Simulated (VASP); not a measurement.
# MgTlSe (P4/mmm) in VASP: further runs, part 2 of 2

VASP 6.6.1. The steps go on from the part before.

## 3. Single point, PBE

This run uses another cell than the first one, of 29.40 Å³/atom.

Contents of INCAR:

```
PREC     = Accurate       # precision mode
ENCUT    = 520            # plane-wave cutoff, eV
EDIFF    = 1E-6           # SCF threshold, eV
ISMEAR   = 0              # smearing method
SIGMA    = 0.1            # smearing width, eV
LREAL    = F              # projectors in reciprocal space
LASPH    = T              # aspherical terms in the spheres
NELM     = 80             # most SCF steps
ALGO     = Normal         # electronic algorithm
ISIF     = 2              # what is computed and relaxed
LWAVE    = F              # write WAVECAR
LCHARG   = T              # write CHGCAR
GGA      = PE             # functional
LELF     = T              # ELF
LVHAR    = T            
NBANDS   = 18             # bands
```

Contents of KPOINTS:

```
Automatic mesh
0
Gamma
  6 6 4
```

Contents of POSCAR:

```
MgTlSe
1.0
    3.7226285762      0.0000000000      0.0000000000
    0.0000000000      3.7226285762      0.0000000000
    0.0000000000      0.0000000000      6.3641165254
Mg Tl Se
1 1 1
Direct
    0.0000000000      0.0000000000      0.0000000000
    0.0000000000      0.0000000000      0.5000000000
    0.5000000000      0.5000000000      0.0000000000
```

Potentials or basis: VASP PAW PBE potentials, release 64 (Mg, Tl_d, Se).

The run is started by

```console
$ cat potpaw_PBE.64/Mg/POTCAR potpaw_PBE.64/Tl_d/POTCAR potpaw_PBE.64/Se/POTCAR > POTCAR
$ mpirun -np 1 vasp_std > vasp.out
```

It took 36 s on 1 thread of Intel Xeon Platinum 8259CL at 2.50GHz (Skylake/Cascade Lake), shared host; peak memory 0.22 GiB.

The run converged. Its results:

```
Free energy            : -8.4058 eV
Pressure               : 0.0 GPa
Band gap on the k mesh : zero (an odd number of electrons rules out a gap without spin polarisation)
```

Levels at points of the mesh, in eV from the Fermi level:
| k point | band 8 | band 9 | band 10 | band 11 | band 12 | band 13 |
| --- | --- | --- | --- | --- | --- | --- |
| (0.00, 0.00, 0.00) | -4.13 | -2.18 | -2.18 | 1.35 | 1.64 | 3.86 |
| (0.50, 0.00, 0.00) | -4.84 | -2.57 | -1.68 | -1.30 | -0.63 | 4.08 |
| (0.50, 0.50, 0.00) | -4.80 | -4.80 | -1.84 | 0.43 | 0.43 | 0.83 |
| (0.00, 0.00, 0.50) | -2.48 | -2.15 | -2.15 | -1.43 | 3.31 | 3.88 |
| (0.50, 0.00, 0.50) | -5.93 | -3.28 | -1.68 | 0.14 | 1.22 | 3.51 |
| (0.50, 0.50, 0.50) | -4.71 | -4.71 | -1.91 | -1.06 | -0.17 | -0.17 |

Caveat: spin-orbit coupling is left out, which moves the levels of the heavy elements.

## 4. Relaxation of cell and atoms, PBE

Contents of INCAR:

```
  PREC = Accurate
  ENCUT = 600
  EDIFF = 1E-6
  ISMEAR = 0
  SIGMA = 0.1
  LREAL = False
  LASPH = True
  NELM = 100
  ALGO = Normal
  ISIF = 3
  LWAVE = False
  LCHARG = False
  GGA = PE
  IBRION = 2
  NSW = 90
  EDIFFG = -0.04
```

KPOINTS is that of step 3.

Contents of POSCAR:

```
MgTlSe
1.0
    3.6842828900      0.0000000000      0.0000000000
    0.0000000000      3.6842828900      0.0000000000
    0.0000000000      0.0000000000      5.9898141900
Mg Tl Se
1 1 1
Direct
    0.0000000000      0.0000000000      0.0000000000
    0.0000000000      0.0000000000      0.5000000000
    0.5000000000      0.5000000000      0.0000000000
```

Potentials or basis: VASP PAW PBE potentials, release 64 (Mg, Tl_d, Se).

The run is started by

```console
$ cat potpaw_PBE.64/Mg/POTCAR potpaw_PBE.64/Tl_d/POTCAR potpaw_PBE.64/Se/POTCAR > POTCAR
$ mpirun -np 1 vasp_std > vasp.out
```

OUTCAR:

```text
PREC = Accurate
   ENCUT = 600
   EDIFF = 1E-6
   ISMEAR = 0
   LREAL = False
   LASPH = True
   NELM = 100
   ISIF = 3
   GGA = PE
   IBRION = 2
   NSW = 90
   EDIFFG = -0.04

 ion  position               nearest neighbor table
   1  0.000  0.000  0.000-   3 2.61   3 2.61   3 2.61   3 2.61   2 2.99   2 2.99
   2  0.000  0.000  0.500-   1 2.99   1 2.99
   3  0.500  0.500  0.000-   1 2.61   1 2.61   1 2.61   1 2.61

  LATTYP: Found a simple tetragonal cell.
 ALAT       =     3.6842828900
 C/A-ratio  =     1.6257747759

  Lattice vectors:

 A1 = (   3.6842828900,   0.0000000000,   0.0000000000)
 A2 = (   0.0000000000,   3.6842828900,   0.0000000000)
 A3 = (   0.0000000000,   0.0000000000,   5.9898141900)

Analysis of symmetry for initial positions (statically):
=====================================================================
[... 386 lines left out ...]
      7      -3.7576      2.00000
      8      -0.3978      2.00000
      9       1.5651      2.00000
     10       1.5651      2.00000
     11       5.1277      0.00000
     12       5.4131      0.00000
     13       7.5971      0.00000
     14       8.6899      0.00000
[... 377 lines left out ...]
      1      -9.3471      2.00000
      2      -8.4414      2.00000
      3      -8.3211      2.00000
      4      -8.2481      2.00000
      5      -8.2463      2.00000
      6      -8.2308      2.00000
      7      -2.5565      2.00000
      8      -2.2014      2.00000
      9       0.4432      2.00000
     10       2.0605      2.00000
     11       3.9145      0.01924
     12       4.9784      0.00000
     13       7.2687      0.00000
     14       7.4343      0.00000

 [... further k-points ...]

------------------------ aborting loop because EDIFF is reached ----------------------------------------

  FORCE on cell =-STRESS in cart. coord.  units (eV):
  Direction    XX          YY          ZZ          XY          YZ          ZX
  --------------------------------------------------------------------------------------
  -------------------------------------------------------------------------------------
  Total        0.0661064      0.0661064      0.0777056      0.0000000      0.0000000      0.0000000
  in kB        1.2088745      1.2088745      1.4209877      0.0000000      0.0000000      0.0000000
  external PRESSURE =       1.2795789 kB  Pullay stress =       0.0000000 kB
[... 18 lines left out ...]
  FREE ENERGIE OF THE ION-ELECTRON SYSTEM (eV)
  ---------------------------------------------------
  free  energy   TOTEN  =        -8.4049656875 eV

  energy  without entropy=       -8.3932379118  energy(sigma->0) =       -8.39910180

 reached required accuracy - stopping structural energy minimisation
```

OSZICAR:

```text
N       E                     dE             d eps       ncg     rms          rms(c)
DAV:   1     0.103754915143E+03    0.10375E+03   -0.10596E+04   856   0.140E+03
DAV:   2    -0.441845905343E+01   -0.10817E+03   -0.10578E+03  1032   0.252E+02
DAV:   3    -0.880834600266E+01   -0.43899E+01   -0.43773E+01   936   0.454E+01
DAV:   4    -0.884222433329E+01   -0.33878E-01   -0.33874E-01  1080   0.448E+00
[... 47 lines left out ...]
DAV:   2    -0.841287854825E+01    0.16754E-01   -0.13959E-02   894   0.105E+00    0.386E-01
DAV:   3    -0.840501042783E+01    0.78681E-02   -0.15448E-02   852   0.961E-01    0.729E-02
DAV:   4    -0.840497847875E+01    0.31949E-04   -0.92399E-04   876   0.227E-01    0.266E-02
DAV:   5    -0.840496625196E+01    0.12227E-04   -0.49726E-05   954   0.572E-02    0.115E-02
DAV:   6    -0.840496568749E+01    0.56448E-06   -0.80047E-06   888   0.184E-02
   6 F= -.84049657E+01 E0= -.83991018E+01  d E =-.952579E-02
```

It took 2.1 min on 1 thread of Intel Xeon Platinum 8259CL at 2.50GHz (Skylake/Cascade Lake), shared host; peak memory 0.25 GiB.

What came out:

| Quantity | Value |
| --- | --- |
| Free energy | -8.4050 eV |
| Relaxed volume | 29.20 Å³/atom |
| Relaxed cell | a = 3.719 Å, b = 3.719 Å, c = 6.335 Å, α = 90.00°, β = 90.00°, γ = 90.00° |
| Space group after relaxing (to 0.1 Å) | P4/mmm (No. 123) |
| Energy gained by relaxing | 16.1 meV/atom |
| Ionic steps | 6 |
| Pressure after relaxing | 0.1 GPa |
| Band gap on the k mesh | zero (an odd number of electrons rules out a gap without spin polarisation) |

Step by step:
| step | energy change (eV) | largest force (eV/Å) | pressure (GPa) | volume (Å³) |
| --- | --- | --- | --- | --- |
| 1 | 0.0000 | 0.0000 | 2.05 | 81.31 |
| 2 | -0.0355 | 0.0000 | 0.41 | 85.46 |
| 3 | -0.0388 | 0.0000 | -0.31 | 87.56 |
| 4 | -0.0389 | 0.0000 | -0.20 | 87.27 |
| 5 | -0.0460 | 0.0000 | -0.06 | 87.45 |
| 6 | -0.0484 | 0.0000 | 0.13 | 87.61 |

Final structure:
```
CELL_PARAMETERS angstrom
3.71889 0.00000 0.00000
0.00000 3.71889 0.00000
0.00000 0.00000 6.33498
ATOMIC_POSITIONS crystal
Mg 0.00000 0.00000 0.00000
Tl 0.00000 0.00000 0.50000
Se 0.50000 0.50000 0.00000
```

Caveat: spin-orbit coupling is left out, which moves the levels of the heavy elements.

## 5. The runs side by side

```csv
task,cell,cutoff (eV),gap on the mesh (eV),pressure (GPa)
single point,"a = 3.684, b = 3.684, c = 5.990 Å, 3 atoms",520,none,2.0
single point,"a = 3.723, b = 3.723, c = 6.364 Å, 3 atoms",520,none,0.0
relaxation of cell and atoms,"relaxed from a = 3.684, b = 3.684, c = 5.990 Å, 3 atoms",600,none,0.1
```

Alike in all rows: level PBE; potentials or basis VASP PAW PBE potentials, release 64 (Mg, Tl_d, Se); no spin polarisation; k mesh 6 × 6 × 4; smearing gaussian 0.1 eV.

Caveats: spin-orbit coupling is left out, which moves the levels of the heavy elements.

Total energies depend on the potentials used, so only differences within one code and one set of settings carry meaning.
